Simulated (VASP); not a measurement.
Si (a cell with a defect), 15 atoms in the cell. The cell holds a defect, 15 atoms: a = 7.685 Å, b = 7.685 Å, c = 7.685 Å, α = 60.00°, β = 60.00°, γ = 60.00°. 

* Program: VASP 6.6.1
* Task: single point
* Functional: PBEsol
* Potentials or basis: VASP PAW PBE potentials, release 64 (Si)
* Cutoff: 520 eV
* k mesh: 3 × 3 × 3
* Occupations: gaussian, width 0.02 eV
* Spin: no spin polarisation
* Dipole correction: no
* Charge: -2
* Further INCAR settings: LREAL = Auto; ALGO = Normal; EDIFF = 1e-06; NBANDS = 43; NELECT = 62.0

Potentials or basis: VASP PAW PBE potentials, release 64 (Si).

Launch:

```console
$ cat potpaw_PBE.64/Si/POTCAR > POTCAR
$ mpirun -np 1 vasp_std > vasp.out
```

Hardware: 1 thread of Intel(R) Xeon(R) Platinum 8488C (Sapphire Rapids), with other jobs on the host.

Q: Estimate the wall time of this run.

A: Run time: 2.4 min on 1 thread of Intel(R) Xeon(R) Platinum 8488C (Sapphire Rapids), with other jobs on the host, peak memory 0.44 GiB. Counts: scf iterations 13, k points 6.
